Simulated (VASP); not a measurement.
# ZnSn15O16 (a cell with a defect) in VASP: single point with PBE

Aim: the single point of ZnSn15O16 (a cell with a defect) with PBE.

Program: VASP 6.6.1. These are calculated values, not measurements. Logs are shortened: lines on timing, memory, paths and dates and some standing lists are left out, and cuts for length are marked.

### 1 The cell of the first run

The cell holds a defect, 32 atoms: a = 7.627 Å, b = 7.627 Å, c = 9.774 Å, α = 90.00°, β = 90.00°, γ = 90.00°.

### 2 Single point, PBE

Contents of INCAR:

```
  PREC = Accurate
  ENCUT = 520
  EDIFF = 1E-7
  ISMEAR = -1
  SIGMA = 0.01
  LREAL = Auto
  LASPH = True
  NELM = 100
  ALGO = Normal
  ISIF = 2
  LWAVE = False
  LCHARG = True
  GGA = PE
  LELF = True
  LVHAR = True
  NBANDS = 181
```

Contents of KPOINTS:

```
Automatic mesh
0
Gamma
  3 3 2
```

Contents of POSCAR:

```
ZnSn15O16
1.0
    7.6273904400      0.0000000000      0.0000000000
    0.0000000000      7.6273904400      0.0000000000
    0.0000000000      0.0000000000      9.7738266000
Zn Sn O
1 15 16
Direct
    0.0000000000      0.2500000000      0.0606647751
    0.0000000000      0.2500000000      0.6238176036
    0.0000000000      0.7500000000      0.1233506141
    0.0000000000      0.7500000000      0.6206623373
    0.5000000000      0.2500000000      0.1233506141
    0.5000000000      0.2500000000      0.6206623373
    0.5000000000      0.7500000000      0.1252827064
    0.5000000000      0.7500000000      0.6167723041
    0.2477670862      0.0022329138      0.3804196368
    0.2519198121     -0.0019198121      0.8845519637
    0.2477670862      0.4977670862      0.3804196368
    0.2519198121      0.5019198121      0.8845519637
    0.7522329138      0.0022329138      0.3804196368
    0.7480801879     -0.0019198121      0.8845519637
    0.7522329138      0.4977670862      0.3804196368
    0.7480801879      0.5019198121      0.8845519637
    0.2532132510      0.2500000000      0.0005023083
    0.2492139215      0.2500000000      0.5034712394
    0.2518290970      0.7500000000      0.0055196810
    0.2491247690      0.7500000000      0.4968943479
    0.7467867490      0.2500000000      0.0005023083
    0.7507860785      0.2500000000      0.5034712394
    0.7481709030      0.7500000000      0.0055196810
    0.7508752310      0.7500000000      0.4968943479
    0.0000000000     -0.0032132510      0.0005023083
    0.0000000000      0.0007860785      0.5034712394
    0.0000000000      0.5032132510      0.0005023083
    0.0000000000      0.4992139215      0.5034712394
    0.5000000000     -0.0018290970      0.0055196810
    0.5000000000      0.0008752310      0.4968943479
    0.5000000000      0.5018290970      0.0055196810
    0.5000000000      0.4991247690      0.4968943479
```

Potentials or basis: VASP PAW PBE potentials, release 64 (Zn, Sn_d, O).

Launch:

```console
> cat potpaw_PBE.64/Zn/POTCAR potpaw_PBE.64/Sn_d/POTCAR potpaw_PBE.64/O/POTCAR > POTCAR
> mpirun -np 1 vasp_std > vasp.out
```

OUTCAR:

```text
PREC = Accurate
   ENCUT = 520
   EDIFF = 1E-7
   ISMEAR = -1
   LREAL = Auto
   LASPH = True
   NELM = 100
   ISIF = 2
   GGA = PE

 ion  position               nearest neighbor table
   1  0.000  0.250  0.061-  17 2.02  21 2.02  25 2.02  27 2.02  10 3.22  12 3.22  14 3.22  16 3.22

   2  0.000  0.250  0.624-  18 2.24  22 2.24  26 2.24  28 2.24   9 3.58  11 3.58  13 3.58  15 3.58
                            10 3.73  14 3.73  12 3.73  16 3.73
   3  0.000  0.750  0.123-  25 2.23  27 2.23  19 2.24  23 2.24  10 3.57  12 3.57  14 3.57  16 3.57
                            13 3.69  11 3.69  15 3.69   9 3.69
   4  0.000  0.750  0.621-  26 2.23  28 2.23  20 2.25  24 2.25   9 3.58  11 3.58  13 3.58  15 3.58
                            10 3.73  14 3.73  12 3.73  16 3.73
   5  0.500  0.250  0.123-  17 2.23  21 2.23  29 2.24  31 2.24  10 3.57  12 3.57  14 3.57  16 3.57
                            13 3.69  11 3.69  15 3.69   9 3.69
   6  0.500  0.250  0.621-  18 2.23  22 2.23  30 2.25  32 2.25   9 3.58  11 3.58  13 3.58  15 3.58
                            10 3.73  14 3.73  12 3.73  16 3.73
   7  0.500  0.750  0.125-  19 2.23  23 2.23  29 2.23  31 2.23  10 3.56  12 3.56  14 3.56  16 3.56
                            13 3.69  11 3.69  15 3.69   9 3.69
   8  0.500  0.750  0.617-  20 2.24  24 2.24  30 2.24  32 2.24   9 3.57  11 3.57  13 3.57  15 3.57
                            10 3.74  14 3.74  12 3.74  16 3.74
   9  0.248  0.002  0.380-  20 2.24  30 2.24  26 2.24  18 2.24   8 3.57   6 3.58   4 3.58   2 3.58
                             3 3.69   5 3.69   7 3.69
  10  0.252  0.998  0.885-  17 2.23  25 2.23  19 2.23  29 2.23   1 3.22   7 3.56   5 3.57   3 3.57
                             2 3.73   6 3.73   4 3.73   8 3.74
  11  0.248  0.498  0.380-  20 2.24  32 2.24  28 2.24  18 2.24   8 3.57   6 3.58   4 3.58   2 3.58
                             3 3.69   5 3.69   7 3.69
  12  0.252  0.502  0.885-  17 2.23  27 2.23  19 2.23  31 2.23   1 3.22   7 3.56   5 3.57   3 3.57
                             2 3.73   6 3.73   4 3.73   8 3.74
  13  0.752  0.002  0.380-  24 2.24  30 2.24  26 2.24  22 2.24   8 3.57   6 3.58   4 3.58   2 3.58
                             3 3.69   5 3.69   7 3.69
  14  0.748  0.998  0.885-  21 2.23  25 2.23  23 2.23  29 2.23   1 3.22   7 3.56   5 3.57   3 3.57
                             2 3.73   6 3.73   4 3.73   8 3.74
  15  0.752  0.498  0.380-  24 2.24  32 2.24  28 2.24  22 2.24   8 3.57   6 3.58   4 3.58   2 3.58
                             3 3.69   5 3.69   7 3.69
  16  0.748  0.502  0.885-  21 2.23  27 2.23  23 2.23  31 2.23   1 3.22   7 3.56   5 3.57   3 3.57
                             2 3.73   6 3.73   4 3.73   8 3.74
  17  0.253  0.250  0.001-   1 2.02  10 2.23  12 2.23   5 2.23
  18  0.249  0.250  0.503-   6 2.23   2 2.24   9 2.24  11 2.24
  19  0.252  0.750  0.006-   7 2.23  10 2.23  12 2.23   3 2.24
  20  0.249  0.750  0.497-   9 2.24  11 2.24   8 2.24   4 2.25
  21  0.747  0.250  0.001-   1 2.02  14 2.23  16 2.23   5 2.23
  22  0.751  0.250  0.503-   6 2.23   2 2.24  13 2.24  15 2.24
[... 8 lines left out ...]
  31  0.500  0.502  0.006-   7 2.23  12 2.23  16 2.23   5 2.24
  32  0.500  0.499  0.497-  11 2.24  15 2.24   8 2.24   6 2.25

  LATTYP: Found a simple tetragonal cell.
 ALAT       =     7.6273904400
 C/A-ratio  =     1.2814116016

  Lattice vectors:

 A1 = (   7.6273904400,   0.0000000000,   0.0000000000)
 A2 = (   0.0000000000,   7.6273904400,   0.0000000000)
 A3 = (   0.0000000000,   0.0000000000,   9.7738266000)

Analysis of symmetry for initial positions (statically):
=====================================================================
 Subroutine PRICEL returns:
 Original cell was already a primitive cell.

 Routine SETGRP: Setting up the symmetry group for a
 simple tetragonal supercell.

 Subroutine GETGRP returns: Found  8 space group operations
 (whereof  2 operations were pure point group operations)
 out of a pool of 16 trial point group operations.

The static configuration has the point symmetry C_1h.
 The point group associated with its full space group is C_4v.

Analysis of symmetry for dynamics (positions and initial velocities):
=====================================================================
 Subroutine PRICEL returns:
 Original cell was already a primitive cell.

 Routine SETGRP: Setting up the symmetry group for a
 simple tetragonal supercell.

 Subroutine GETGRP returns: Found  8 space group operations
 (whereof  2 operations were pure point group operations)
 out of a pool of 16 trial point group operations.

The dynamic configuration has the point symmetry C_1h.
 The point group associated with its full space group is C_4v.

 Subroutine INISYM returns: Found  8 space group operations
 (whereof  2 operations are pure point group operations),
 and found     1 'primitive' translations

----------------------------------------------------------------------------------------

                                     Primitive cell

  volume of cell :     568.6127

  direct lattice vectors                    reciprocal lattice vectors
     7.627390440  0.000000000  0.000000000     0.131106439  0.000000000  0.000000000
     0.000000000  7.627390440  0.000000000     0.000000000  0.131106439  0.000000000
     0.000000000  0.000000000  9.773826600     0.000000000  0.000000000  0.102314072

  length of vectors
     7.627390440  7.627390440  9.773826600     0.131106439  0.131106439  0.102314072

  position of ions in fractional coordinates (direct lattice)
     0.000000000  0.250000000  0.060664775
     0.000000000  0.250000000  0.623817604
     0.000000000  0.750000000  0.123350614
     0.000000000  0.750000000  0.620662337
     0.500000000  0.250000000  0.123350614
     0.500000000  0.250000000  0.620662337
[... 24 lines left out ...]
     0.500000000  0.501829097  0.005519681
     0.500000000  0.499124769  0.496894348

  ion indices of the primitive-cell ions
   primitive index   ion index
                 1           1
                 2           2
                 3           3
                 4           4
                 5           5
                 6           6
[... 24 lines left out ...]
                31          31
                32          32

----------------------------------------------------------------------------------------

 KPOINTS: Automatic mesh

Automatic generation of k-mesh.
 Grid dimensions read from file:
 generate k-points for:    3    3    2

 Generating k-lattice:

  Cartesian coordinates                     Fractional coordinates (reciprocal lattice)
     0.043702146  0.000000000  0.000000000     0.333333333  0.000000000  0.000000000
     0.000000000  0.043702146  0.000000000     0.000000000  0.333333333  0.000000000
     0.000000000  0.000000000  0.051157036     0.000000000  0.000000000  0.500000000

  Length of vectors
     0.043702146  0.043702146  0.051157036

  Shift w.r.t. Gamma in fractional coordinates (k-lattice)
     0.000000000  0.000000000  0.000000000

 Subroutine IBZKPT returns following result:
 ===========================================

 Found      6 irreducible k-points:

 Following reciprocal coordinates:
            Coordinates               Weight
  0.000000  0.000000  0.000000      1.000000
  0.333333  0.000000  0.000000      4.000000
  0.333333  0.333333  0.000000      4.000000
  0.000000  0.000000  0.500000      1.000000
  0.333333  0.000000  0.500000      4.000000
  0.333333  0.333333  0.500000      4.000000
   k-points           NKPTS =      6   k-points in BZ     NKDIM =      6   number of bands    NBANDS=    181
   number of dos      NEDOS =    301   number of ions     NIONS =     32
   total plane-waves  NPLWV = 288000
   dimension x,y,z NGX =    60 NGY =   60 NGZ =   80
   dimension x,y,z NGXF=   120 NGYF=  120 NGZF=  160
   ions per type =               1  15  16
   NGX,Y,Z   is equivalent  to a cutoff of  13.08, 13.08, 13.61 a.u.
   NGXF,Y,Z  is equivalent  to a cutoff of  26.16, 26.16, 27.21 a.u.
 SYSTEM =  unknown system
   PREC   = accura    normal or accurate (medium, high low for compatibility)
   ISTART =      0    job   : 0-new  1-cont  2-samecut
   ICHARG =      2    charge: 1-file 2-atom 10-const
   ISPIN  =      1    spin polarized calculation?
   LNONCOLLINEAR =      F non collinear calculations
   LSORBIT =      F    spin-orbit coupling
   LASPH  =      T    aspherical Exc in radial PAW
   ENCUT  =  520.0 eV  38.22 Ry    6.18 a.u.  14.18 14.18 18.17*2*pi/ulx,y,z
   NELM   =    100;   NELMIN=  2; NELMDL= -5     # of ELM steps
   EDIFF  = 0.1E-06   stopping-criterion for ELM
   LREAL  =      T    real-space projection
   EDIFFG = 0.1E-05   stopping-criterion for IOM
   NSW    =      0    number of steps for IOM
   IBRION =     -1    ionic relax: 0-MD 1-quasi-New 2-CG
   NFREE  =      0    steps in history (QN), initial steepest desc. (CG)
   ISIF   =      2    stress and relaxation
   ISYM   =      2    0-nonsym 1-usesym 2-fastsym
   POTIM  = 0.5000    time-step for ionic-motion
   TEBEG  =    0.0;   TEEND  =   0.0 temperature during run
   PSTRESS=    0.0 pullay stress
   NELECT =     318.0000    total number of electrons
   NUPDOWN=      -1.0000    fix difference up-down
   EMIN   =  10.00;   EMAX   =-10.00  energy-range for DOS
   EFERMI =   0.00;   METHOD = LEGACY
   ISMEAR =    -1;   SIGMA  =   0.01  broadening in eV -4-tet -1-fermi 0-gaus
   EFERMI_NEDOS =   21; number of points for ismear=-14 and -15
   IALGO  =     38    algorithm
   IMIX   =      4    mixing-type and parameters
     AMIX     =   0.40;   BMIX     =  1.00
     AMIX_MAG =   1.60;   BMIX_MAG =  1.00
  volume/ion in A,a.u.               =      17.77       119.91
  Fermi-wavevector in a.u.,A,eV,Ry     =   1.348792  2.548847 24.752264  1.819240
  Thomas-Fermi vector in A             =   2.476432
   LORBIT       =      0    0 simple, 1 ext, 2 COOP (PROOUT), +10 PAW based schemes
   GGA     = PE    functional components
   LHFCALC =     F    Hartree Fock is set to
   AEXX    =    0.0000 exact exchange contribution
   IVDW    =     0    specifies the selected vdW correction
   LEPSILON=     F    determine dielectric tensor
   LRPA    =     F    only Hartree local field effects (RPA)
 non-spin polarized calculation
  energy-cutoff  :      520.00
  volume of cell :      568.61
 maximum number of plane-waves:     15334
 NGX is ok and might be reduce to    60
   NGX = 29   NGY = 29   NGZ = 37

 number of electron     318.0000112 magnetization

 Free energy of the ion-electron system (eV)
  ---------------------------------------------------
  ext. energy  EPLUGINS =         0.00000000
  ---------------------------------------------------
  free energy    TOTEN  =      -178.40321686 eV

  energy without entropy =     -178.40321686  energy(sigma->0) =     -178.40321686

 E-fermi :   6.5244     XC(G=0): -10.0917

 val. band max:        6.3033253037   @ k =   0.0000   0.0000   0.0000
 cond. band min:       6.8361350669   @ k =   0.0000   0.0000   0.0000
 fundamental gap:      0.5328097632
 Fermi energy:         6.5244467084

 k-point     1 :       0.0000    0.0000    0.0000
  band No.  band energies     occupation
      1     -15.3745      2.00000
      2     -15.3187      2.00000
      3     -15.3187      2.00000
      4     -15.2988      2.00000
      5     -15.2659      2.00000
      6     -15.2642      2.00000
[... 1033 lines left out ...]
    170       9.2743      0.00000
    171       9.4873      0.00000
 [bands above 171 left out]

------------------------ aborting loop because EDIFF is reached ----------------------------------------

  FORCE on cell =-STRESS in cart. coord.  units (eV):
  Direction    XX          YY          ZZ          XY          YZ          ZX
  --------------------------------------------------------------------------------------
  -------------------------------------------------------------------------------------
  Total       10.1203120     10.1203120      5.0415898      0.0000000      0.0000000      0.0000000
  in kB       28.5159536     28.5159536     14.2056627      0.0000000      0.0000000      0.0000000
  external PRESSURE =      23.7458566 kB  Pullay stress =       0.0000000 kB

 VOLUME and BASIS-vectors are now :
 -----------------------------------------------------------------------------
  energy-cutoff  :      520.00
  volume of cell :      568.61
      direct lattice vectors                 reciprocal lattice vectors
     7.627390440  0.000000000  0.000000000     0.131106439  0.000000000  0.000000000
     0.000000000  7.627390440  0.000000000     0.000000000  0.131106439  0.000000000
     0.000000000  0.000000000  9.773826600     0.000000000  0.000000000  0.102314072

 POSITION                                       TOTAL-FORCE (eV/Angst)
 -----------------------------------------------------------------------------------
      0.00000      1.90685      0.59293         0.000000      0.000000      0.076902
      0.00000      1.90685      6.09709         0.000000      0.000000      0.084659
      0.00000      5.72054      1.20561         0.000000      0.000000      0.080703
      0.00000      5.72054      6.06625         0.000000      0.000000      0.072714
      3.81370      1.90685      1.20561         0.000000      0.000000      0.080703
      3.81370      1.90685      6.06625         0.000000      0.000000      0.072714
[... 24 lines left out ...]
      3.81370      3.82765      0.05395         0.000000      0.000682     -0.005663
      3.81370      3.80702      4.85656         0.000000      0.003911      0.006460
 -----------------------------------------------------------------------------------
    total drift:                                0.000000      0.000000     -0.009678

  FREE ENERGIE OF THE ION-ELECTRON SYSTEM (eV)
  ---------------------------------------------------
  free  energy   TOTEN  =      -178.4032168553 eV

  energy  without entropy=     -178.4032168553  energy(sigma->0) =     -178.40321686
```

Run time: 15 min. Hardware: 1 thread of AMD EPYC 9R45 (Zen 5), shared host; peak memory 0.81 GiB.

What came out:

```
Free energy            : -178.4032 eV
Pressure               : 2.4 GPa
Largest force          : 0.092 eV/Å
Band gap on the k mesh : 0.53 eV
```

Forces on the atoms (eV/Å):
```
Zn   0.000  0.000  0.077
Sn   0.000  0.000  0.085
Sn   0.000  0.000  0.081
Sn   0.000  0.000  0.073
Sn   0.000  0.000  0.081
Sn   0.000  0.000  0.073
Sn   0.000  0.000  0.092
Sn   0.000  0.000  0.078
Sn   0.007 -0.007 -0.077
Sn   0.002 -0.002 -0.084
Sn   0.007  0.007 -0.077
Sn   0.002  0.002 -0.084
Sn  -0.007 -0.007 -0.077
Sn  -0.002 -0.002 -0.084
Sn  -0.007  0.007 -0.077
Sn  -0.002  0.002 -0.084
O    0.038  0.000  0.001
O    0.003  0.000 -0.001
O    0.001  0.000 -0.006
O    0.004  0.000  0.006
O   -0.038  0.000  0.001
O   -0.003  0.000 -0.001
O   -0.001  0.000 -0.006
O   -0.004  0.000  0.006
O    0.000 -0.038  0.001
O    0.000 -0.003 -0.001
O    0.000  0.038  0.001
O    0.000  0.003 -0.001
O    0.000 -0.001 -0.006
O    0.000 -0.004  0.006
O    0.000  0.001 -0.006
O    0.000  0.004  0.006
```

Levels at points of the mesh, in eV from the valence-band top:
```csv
k point,band 155,band 156,band 157,band 158,band 159,band 160,band 161,band 162,band 163,band 164
"(0.00, 0.00, 0.00)",-1.53,-1.41,-1.39,-1.39,0.00,0.53,0.53,1.31,2.19,2.55
"(0.00, 0.00, 0.50)",-1.79,-1.79,-1.55,-0.64,-0.31,1.16,1.25,1.25,1.47,1.47
```

Caveat: spin-orbit coupling is left out, which moves the levels of the heavy elements.
